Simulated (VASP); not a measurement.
# HfO2 (fluorite type) in VASP: settings compared

HfO2 (fluorite type) is run at these levels: r2SCAN, PBE, HSE06; tasks: single point.

Program: VASP 6.6.1. These are calculated values, not measurements. Logs are shortened: lines on timing, memory, paths and dates and some standing lists are left out, and cuts for length are marked.

**1. The cell of the first run**

Symmetry: Fm-3m, No. 225, cubic system. Conventional cell: a = 5.070 Å, b = 5.070 Å, c = 5.070 Å, α = 90.00°, β = 90.00°, γ = 90.00°. Hf (site symmetry m-3m) has 8 O at 2.20 Å within 2.9 Å. O (site symmetry -43m) has 4 Hf at 2.20 Å and 6 O at 2.54 Å within 2.9 Å.

**2. Single point, r2SCAN**

File POSCAR:

```
HfO2
1.0
    0.0000000000      2.5350000000      2.5350000000
    2.5350000000      0.0000000000      2.5350000000
    2.5350000000      2.5350000000      0.0000000000
Hf O
1 2
Direct
    0.0000000000      0.0000000000      0.0000000000
    0.2500000000      0.2500000000      0.2500000000
    0.7500000000      0.7500000000      0.7500000000
```

File INCAR.step1:

```
SYSTEM = HfO2
PREC = Accurate
ENCUT = 520
ISMEAR = -1
SIGMA = 0.02
LREAL = .FALSE.
LASPH = .TRUE.
NELM = 60
NBANDS = 18
GGA = PE
ALGO = Normal
EDIFF = 1E-4
LWAVE = .TRUE.
LCHARG = .FALSE.
```

File INCAR.step2:

```
SYSTEM = HfO2
PREC = Accurate
ENCUT = 520
EDIFF = 1E-6
ISMEAR = -1
SIGMA = 0.02
LREAL = .FALSE.
LASPH = .TRUE.
NELM = 60
ALGO = Normal
ISIF = 2
LWAVE = .FALSE.
LCHARG = .FALSE.
METAGGA = R2SCAN
LMIXTAU = .TRUE.
NBANDS = 18
ISTART = 1
```

File KPOINTS:

```
regular mesh
0
G
  6 6 6
  0 0 0
```

Potentials or basis: VASP PAW PBE potentials, release 64 (Hf_pv, O).

Run with:

```bash
$ cat potpaw_PBE.64/Hf_pv/POTCAR potpaw_PBE.64/O/POTCAR > POTCAR
$ cp INCAR.step1 INCAR
$ mpirun -np 1 vasp_std > vasp.out
$ cp INCAR.step2 INCAR
$ mpirun -np 1 vasp_std > vasp.out
```

OUTCAR:

```text
SYSTEM = HfO2
   PREC = Accurate
   ENCUT = 520
   EDIFF = 1E-6
   ISMEAR = -1
   LREAL = .FALSE.
   LASPH = .TRUE.
   NELM = 60
   ISIF = 2
   METAGGA = R2SCAN
   ISTART = 1

 ion  position               nearest neighbor table
   1  0.000  0.000  0.000-   3 2.20   3 2.20   3 2.20   2 2.20   3 2.20   2 2.20   2 2.20   2 2.20

   2  0.250  0.250  0.250-   1 2.20   1 2.20   1 2.20   1 2.20
   3  0.750  0.750  0.750-   1 2.20   1 2.20   1 2.20   1 2.20

  LATTYP: Found a face centered cubic cell.
 ALAT       =     5.0700000000

  Lattice vectors:

 A1 = (   0.0000000000,   2.5350000000,   2.5350000000)
 A2 = (   2.5350000000,   0.0000000000,   2.5350000000)
 A3 = (   2.5350000000,   2.5350000000,   0.0000000000)

Analysis of symmetry for initial positions (statically):
=====================================================================
 Subroutine PRICEL returns:
 Original cell was already a primitive cell.

 Routine SETGRP: Setting up the symmetry group for a
 face centered cubic supercell.

 Subroutine GETGRP returns: Found 48 space group operations
 (whereof 48 operations were pure point group operations)
 out of a pool of 48 trial point group operations.

The static configuration has the point symmetry O_h .

Analysis of symmetry for dynamics (positions and initial velocities):
=====================================================================
 Subroutine PRICEL returns:
 Original cell was already a primitive cell.

 Routine SETGRP: Setting up the symmetry group for a
 face centered cubic supercell.

 Subroutine GETGRP returns: Found 48 space group operations
 (whereof 48 operations were pure point group operations)
 out of a pool of 48 trial point group operations.

The dynamic configuration has the point symmetry O_h .

 Subroutine INISYM returns: Found 48 space group operations
 (whereof 48 operations are pure point group operations),
 and found     1 'primitive' translations

----------------------------------------------------------------------------------------

                                     Primitive cell

  volume of cell :      32.5810

  direct lattice vectors                    reciprocal lattice vectors
     0.000000000  2.535000000  2.535000000    -0.197238659  0.197238659  0.197238659
     2.535000000  0.000000000  2.535000000     0.197238659 -0.197238659  0.197238659
     2.535000000  2.535000000  0.000000000     0.197238659  0.197238659 -0.197238659

  length of vectors
     3.585031381  3.585031381  3.585031381     0.341627378  0.341627378  0.341627378

  position of ions in fractional coordinates (direct lattice)
     0.000000000  0.000000000  0.000000000
     0.250000000  0.250000000  0.250000000
     0.750000000  0.750000000  0.750000000

  ion indices of the primitive-cell ions
   primitive index   ion index
                 1           1
                 2           2
                 3           3

----------------------------------------------------------------------------------------

 KPOINTS: regular mesh

Automatic generation of k-mesh.
 Grid dimensions read from file:
 generate k-points for:    6    6    6

 Generating k-lattice:

  Cartesian coordinates                     Fractional coordinates (reciprocal lattice)
    -0.032873110  0.032873110  0.032873110     0.166666667  0.000000000  0.000000000
     0.032873110 -0.032873110  0.032873110     0.000000000  0.166666667  0.000000000
     0.032873110  0.032873110 -0.032873110     0.000000000  0.000000000  0.166666667

  Length of vectors
     0.056937896  0.056937896  0.056937896

  Shift w.r.t. Gamma in fractional coordinates (k-lattice)
     0.000000000  0.000000000  0.000000000

 Subroutine IBZKPT returns following result:
 ===========================================

 Found     16 irreducible k-points:

 Following reciprocal coordinates:
            Coordinates               Weight
  0.000000  0.000000  0.000000      1.000000
  0.166667  0.000000  0.000000      8.000000
  0.333333  0.000000  0.000000      8.000000
  0.500000  0.000000  0.000000      4.000000
  0.166667  0.166667  0.000000      6.000000
  0.333333  0.166667  0.000000     24.000000
[... 8 lines left out ...]
 -0.333333  0.333333  0.166667     24.000000
 -0.333333  0.500000  0.166667     12.000000
   k-points           NKPTS =     16   k-points in BZ     NKDIM =     16   number of bands    NBANDS=     18
   number of dos      NEDOS =    301   number of ions     NIONS =      3
   total plane-waves  NPLWV =  21952
   dimension x,y,z NGX =    28 NGY =   28 NGZ =   28
   dimension x,y,z NGXF=    56 NGYF=   56 NGZF=   56
   ions per type =               1   2
   NGX,Y,Z   is equivalent  to a cutoff of  12.98, 12.98, 12.98 a.u.
   NGXF,Y,Z  is equivalent  to a cutoff of  25.97, 25.97, 25.97 a.u.
 SYSTEM =  HfO2
   PREC   = accura    normal or accurate (medium, high low for compatibility)
   ISTART =      1    job   : 0-new  1-cont  2-samecut
   ICHARG =      0    charge: 1-file 2-atom 10-const
   ISPIN  =      1    spin polarized calculation?
   LNONCOLLINEAR =      F non collinear calculations
   LSORBIT =      F    spin-orbit coupling
   LASPH  =      T    aspherical Exc in radial PAW
   ENCUT  =  520.0 eV  38.22 Ry    6.18 a.u.   6.67  6.67  6.67*2*pi/ulx,y,z
   NELM   =     60;   NELMIN=  2; NELMDL=  0     # of ELM steps
   EDIFF  = 0.1E-05   stopping-criterion for ELM
   LREAL  =      F    real-space projection
   EDIFFG = 0.1E-04   stopping-criterion for IOM
   NSW    =      0    number of steps for IOM
   IBRION =     -1    ionic relax: 0-MD 1-quasi-New 2-CG
   NFREE  =      0    steps in history (QN), initial steepest desc. (CG)
   ISIF   =      2    stress and relaxation
   ISYM   =      2    0-nonsym 1-usesym 2-fastsym
   POTIM  = 0.5000    time-step for ionic-motion
   TEBEG  =    0.0;   TEEND  =   0.0 temperature during run
   PSTRESS=    0.0 pullay stress
   NELECT =      22.0000    total number of electrons
   NUPDOWN=      -1.0000    fix difference up-down
   EMIN   =  10.00;   EMAX   =-10.00  energy-range for DOS
   EFERMI =   0.00;   METHOD = LEGACY
   ISMEAR =    -1;   SIGMA  =   0.02  broadening in eV -4-tet -1-fermi 0-gaus
   EFERMI_NEDOS =   21; number of points for ismear=-14 and -15
   IALGO  =     38    algorithm
   IMIX   =      4    mixing-type and parameters
     AMIX     =   0.40;   BMIX     =  1.00
     AMIX_MAG =   1.60;   BMIX_MAG =  1.00
  volume/ion in A,a.u.               =      10.86        73.29
  Fermi-wavevector in a.u.,A,eV,Ry     =   1.436242  2.714105 28.065995  2.062792
  Thomas-Fermi vector in A             =   2.555452
   LORBIT       =      0    0 simple, 1 ext, 2 COOP (PROOUT), +10 PAW based schemes
   METAGGA = R2SCAN    functional components
   LHFCALC =     F    Hartree Fock is set to
   AEXX    =    0.0000 exact exchange contribution
   IVDW    =     0    specifies the selected vdW correction
   LEPSILON=     F    determine dielectric tensor
   LRPA    =     F    only Hartree local field effects (RPA)
 non-spin polarized calculation
  energy-cutoff  :      520.00
  volume of cell :       32.58
 maximum number of plane-waves:       899
 NGX is ok and might be reduce to    28
   NGX = 13   NGY = 13   NGZ = 13

 number of electron      21.9999991 magnetization

 Free energy of the ion-electron system (eV)
  ---------------------------------------------------
  ext. energy  EPLUGINS =         0.00000000
  ---------------------------------------------------
  free energy    TOTEN  =       -68.54101603 eV

  energy without entropy =      -68.54101603  energy(sigma->0) =      -68.54101603

 E-fermi :   4.3412     XC(G=0): -12.5780

 val. band max:        3.9106024554   @ k =   0.5000   0.5000   0.0000
 cond. band min:       8.2049171448   @ k =   0.5000   0.5000   0.0000
 fundamental gap:      4.2943146894
 Fermi energy:         4.3411624985

 k-point     1 :       0.0000    0.0000    0.0000
  band No.  band energies     occupation
      1     -26.7487      2.00000
      2     -26.7487      2.00000
      3     -26.7487      2.00000
      4     -15.8183      2.00000
      5     -12.8160      2.00000
      6      -1.5299      2.00000
[... 10 lines left out ...]
     17      14.9070      0.00000
     18      16.5757      0.00000

 k-point     2 :       0.1667    0.0000    0.0000
  band No.  band energies     occupation
      1     -26.8657      2.00000
      2     -26.7611      2.00000
      3     -26.7611      2.00000
      4     -15.4641      2.00000
      5     -13.0920      2.00000
      6      -1.2670      2.00000
[... 10 lines left out ...]
     17      14.4648      0.00000
     18      16.5732      0.00000

 k-point     3 :       0.3333    0.0000    0.0000
  band No.  band energies     occupation
      1     -27.0862      2.00000
      2     -26.7857      2.00000
      3     -26.7857      2.00000
      4     -14.8100      2.00000
      5     -13.4827      2.00000
      6      -0.7219      2.00000
[... 10 lines left out ...]
     17      14.1170      0.00000
     18      16.5511      0.00000

 k-point     4 :       0.5000    0.0000    0.0000
  band No.  band energies     occupation
      1     -27.1905      2.00000
      2     -26.7979      2.00000
      3     -26.7979      2.00000
      4     -14.5980      2.00000
      5     -13.5123      2.00000
      6      -0.4549      2.00000
[... 207 lines left out ...]
      4     -14.2133      2.00000
      5     -13.8082      2.00000
      6      -1.1274      2.00000
[... 10 lines left out ...]
     17      15.4979      0.00000
     18      16.5699      0.00000

 k-point    15 :      -0.3333    0.3333    0.1667
  band No.  band energies     occupation
      1     -27.0937      2.00000
      2     -26.9882      2.00000
      3     -26.8442      2.00000
      4     -14.0659      2.00000
      5     -13.7928      2.00000
      6      -1.1353      2.00000
[... 10 lines left out ...]
     17      16.2972      0.00000
     18      16.5665      0.00000

 k-point    16 :      -0.3333    0.5000    0.1667
  band No.  band energies     occupation
      1     -27.1364      2.00000
      2     -26.9605      2.00000
      3     -26.8711      2.00000
      4     -13.9883      2.00000
      5     -13.7821      2.00000
      6      -2.0165      2.00000
[... 10 lines left out ...]
     17      16.5683      0.00000
     18      17.5437      0.00000

------------------------ aborting loop because EDIFF is reached ----------------------------------------

  FORCE on cell =-STRESS in cart. coord.  units (eV):
  Direction    XX          YY          ZZ          XY          YZ          ZX
  --------------------------------------------------------------------------------------
  -------------------------------------------------------------------------------------
  Total       -1.1664652     -1.1664652     -1.1664652     -0.0000000      0.0000000     -0.0000000
  in kB      -57.3612341    -57.3612341    -57.3612341     -0.0000000      0.0000000     -0.0000000
  external PRESSURE =     -57.3612341 kB  Pullay stress =       0.0000000 kB

 VOLUME and BASIS-vectors are now :
 -----------------------------------------------------------------------------
  energy-cutoff  :      520.00
  volume of cell :       32.58
      direct lattice vectors                 reciprocal lattice vectors
     0.000000000  2.535000000  2.535000000    -0.197238659  0.197238659  0.197238659
     2.535000000  0.000000000  2.535000000     0.197238659 -0.197238659  0.197238659
     2.535000000  2.535000000  0.000000000     0.197238659  0.197238659 -0.197238659

 POSITION                                       TOTAL-FORCE (eV/Angst)
 -----------------------------------------------------------------------------------
      0.00000      0.00000      0.00000         0.000000      0.000000      0.000000
      1.26750      1.26750      1.26750         0.000000      0.000000     -0.000000
      3.80250      3.80250      3.80250        -0.000000     -0.000000      0.000000
 -----------------------------------------------------------------------------------
    total drift:                                0.000000      0.000000      0.000000

  FREE ENERGIE OF THE ION-ELECTRON SYSTEM (eV)
  ---------------------------------------------------
  free  energy   TOTEN  =       -68.5410160327 eV

  energy  without entropy=      -68.5410160327  energy(sigma->0) =      -68.54101603
```

It took 46 s on 1 thread of AMD EPYC 7R43 (Zen 3), shared host; peak memory 0.13 GiB.

Results:

| Property | Result |
| --- | --- |
| Free energy | -68.5410 eV |
| Pressure | -5.7 GPa |
| Band gap on the k mesh | 4.29 eV |

Caveat: the cell stands under tension; the PAW data sets were made with another functional, which shifts forces and pressure a little; spin-orbit coupling is left out, which moves the levels of the heavy elements. A k mesh can miss the band edges.

**3. Single point, PBE**

File INCAR:

```
PREC = Accurate ; ENCUT = 520
EDIFF = 1E-6 ; ISMEAR = -1
SIGMA = 0.1 ; LREAL = F
LASPH = T ; NELM = 60
ALGO = Normal ; ISIF = 2
LWAVE = F ; LCHARG = F
GGA = PE ; NBANDS = 18
```

File KPOINTS:

```
regular mesh
0
Gamma
  8 8 8
```

POSCAR is that of step 2.

Potentials or basis: VASP PAW PBE potentials, release 64 (Hf_pv, O).

Run with:

```bash
$ cat potpaw_PBE.64/Hf_pv/POTCAR potpaw_PBE.64/O/POTCAR > POTCAR
$ mpirun -np 1 vasp_std > vasp.out
```

Run time: 14 s. Hardware: 1 thread of AMD EPYC 7R43 (Zen 3), shared host; peak memory 0.13 GiB.

Results (log left out):

* Free energy: -30.2481 eV
* Pressure: 0.4 GPa
* Band gap on the k mesh: 3.80 eV

Levels at points of the mesh, in eV from the valence-band top:
```csv
k point,band 7,band 8,band 9,band 10,band 11,band 12,band 13,band 14,band 15,band 16
"(0.00, 0.00, 0.00)",-5.34,-5.34,-0.61,-0.61,-0.61,3.88,3.88,5.84,10.42,10.42
"(0.50, 0.00, 0.00)",-4.31,-3.04,-2.73,-1.83,-1.83,4.61,4.61,6.98,9.07,9.38
"(0.50, 0.50, 0.00)",-3.46,-3.46,-1.53,-1.53,0.00,3.80,5.50,6.64,8.16,8.16
```

Caveat: spin-orbit coupling is left out, which moves the levels of the heavy elements.

**4. Single point, PBE**

File INCAR:

```
  ALGO = Normal
  EDIFF = 1E-6
  ENCUT = 520
  GGA = PE
  ISIF = 2
  ISMEAR = -1
  LASPH = T
  LCHARG = F
  LREAL = F
  LWAVE = F
  NBANDS = 18
  NELM = 60
  PREC = Accurate
  SIGMA = 0.1
```

File KPOINTS:

```
k-points
0
Gamma
  8 8 8
```

Edit POSCAR of step 3 so:

```diff
@@ -8,3 +8,3 @@
 Direct
-    0.0000000000      0.0000000000      0.0000000000
+   -0.0039447732      0.0039447732      0.0039447732
     0.2500000000      0.2500000000      0.2500000000
```

Potentials or basis: VASP PAW PBE potentials, release 64 (Hf_pv, O).

Run with:

```bash
$ cat potpaw_PBE.64/Hf_pv/POTCAR potpaw_PBE.64/O/POTCAR > POTCAR
$ mpirun -np 1 vasp_std > vasp.out
```

OUTCAR:

```text
EDIFF = 1E-6
   ENCUT = 520
   GGA = PE
   ISIF = 2
   ISMEAR = -1
   LASPH = T
   LREAL = F
   NELM = 60
   PREC = Accurate

 ion  position               nearest neighbor table
   1  0.996  0.004  0.004-   3 2.18   3 2.18   2 2.18   2 2.18   3 2.21   2 2.21   2 2.21   3 2.21

   2  0.250  0.250  0.250-   1 2.18   1 2.18   1 2.21   1 2.21
   3  0.750  0.750  0.750-   1 2.18   1 2.18   1 2.21   1 2.21

  LATTYP: Found a face centered cubic cell.
 ALAT       =     5.0700000000

  Lattice vectors:

 A1 = (   0.0000000000,   2.5350000000,   2.5350000000)
 A2 = (   2.5350000000,   0.0000000000,   2.5350000000)
 A3 = (   2.5350000000,   2.5350000000,   0.0000000000)

Analysis of symmetry for initial positions (statically):
=====================================================================
 Subroutine PRICEL returns:
 Original cell was already a primitive cell.

 Routine SETGRP: Setting up the symmetry group for a
[... 157 lines left out ...]
   NGX = 13   NGY = 13   NGZ = 13

 number of electron      21.9999991 magnetization

 Free energy of the ion-electron system (eV)
  ---------------------------------------------------
  ext. energy  EPLUGINS =         0.00000000
  ---------------------------------------------------
  free energy    TOTEN  =       -30.24710731 eV

  energy without entropy =      -30.24710731  energy(sigma->0) =      -30.24710731

 E-fermi :   6.1936     XC(G=0): -11.8385

 val. band max:        4.2802760333   @ k =   0.5000   0.5000   0.0000
 cond. band min:       8.0819163784   @ k =   0.5000   0.5000   0.0000
 fundamental gap:      3.8016403452
 Fermi energy:         6.1936130335

 k-point     1 :       0.0000    0.0000    0.0000
  band No.  band energies     occupation
      1     -25.4076      2.00000
      2     -25.4073      2.00000
      3     -25.4073      2.00000
      4     -14.4535      2.00000
      5     -11.4219      2.00000
      6      -1.0630      2.00000
[... 481 lines left out ...]
      5     -12.3849      2.00000
      6      -0.9953      2.00000
[... 10 lines left out ...]
     17      15.4252      0.00000
     18      17.5542      0.00000

 [... further k-points ...]
[... 5 lines left out ...]
  --------------------------------------------------------------------------------------
  -------------------------------------------------------------------------------------
  Total        0.0840321      0.0837272      0.0837272     -0.0000000      0.0000000      0.0000000
  in kB        4.1322983      4.1173051      4.1173051     -0.0000000      0.0000000      0.0000000
  external PRESSURE =       4.1223028 kB  Pullay stress =       0.0000000 kB

 VOLUME and BASIS-vectors are now :
 -----------------------------------------------------------------------------
  energy-cutoff  :      520.00
  volume of cell :       32.58
      direct lattice vectors                 reciprocal lattice vectors
     0.000000000  2.535000000  2.535000000    -0.197238659  0.197238659  0.197238659
     2.535000000  0.000000000  2.535000000     0.197238659 -0.197238659  0.197238659
     2.535000000  2.535000000  0.000000000     0.197238659  0.197238659 -0.197238659

 POSITION                                       TOTAL-FORCE (eV/Angst)
 -----------------------------------------------------------------------------------
      0.02000      2.53500      2.53500        -0.102790      0.000000      0.000000
      1.26750      1.26750      1.26750         0.051395      0.000000      0.000000
      3.80250      3.80250      3.80250         0.051395     -0.000000     -0.000000
 -----------------------------------------------------------------------------------
    total drift:                               -0.000093     -0.000000     -0.000000

  FREE ENERGIE OF THE ION-ELECTRON SYSTEM (eV)
  ---------------------------------------------------
  free  energy   TOTEN  =       -30.2471073074 eV

  energy  without entropy=      -30.2471073066  energy(sigma->0) =      -30.24710731
```

stdout:

```text
POSCAR found type information on POSCAR HfO
 POSCAR found :  2 types and       3 ions
 scaLAPACK will be used
 LDA part: xc-table for (Slater+PW92), standard interpolation
 POSCAR, INCAR and KPOINTS ok, starting setup
 FFT: planning ... GRIDC
 FFT: planning ... GRID_SOFT
 FFT: planning ... GRID
 WAVECAR not read
 entering main loop
```

It took 28 s on 1 thread of AMD EPYC 7R43 (Zen 3), shared host; peak memory 0.14 GiB.

Results:

```yaml
Free_energy: -30.2471 eV
Pressure: 0.4 GPa
Largest_force: 0.103 eV/Å
Band_gap_on_the_k_mesh: 3.80 eV
```

Forces in eV/Å, atoms in the order of the input:
```
Hf  -0.103  0.000  0.000
O    0.051  0.000  0.000
O    0.051  0.000  0.000
```

Levels at points of the mesh, in eV from the valence-band top:
```tsv
k point	band 8	band 9	band 10	band 11	band 12	band 13	band 14	band 15
(0.00, 0.00, 0.00)	-5.34	-0.61	-0.61	-0.61	3.88	3.89	5.83	10.42
(0.50, 0.00, 0.00)	-3.05	-2.73	-1.83	-1.83	4.61	4.61	6.98	9.07
(0.50, 0.50, 0.00)	-3.46	-1.53	-1.53	0.00	3.80	5.50	6.63	8.15
(0.00, 0.50, 0.50)	-3.46	-1.53	-1.53	0.00	3.80	5.50	6.64	8.16
```

Caveat: spin-orbit coupling is left out, which moves the levels of the heavy elements. A k mesh can miss the band edges.

[end of part 1 of 2]
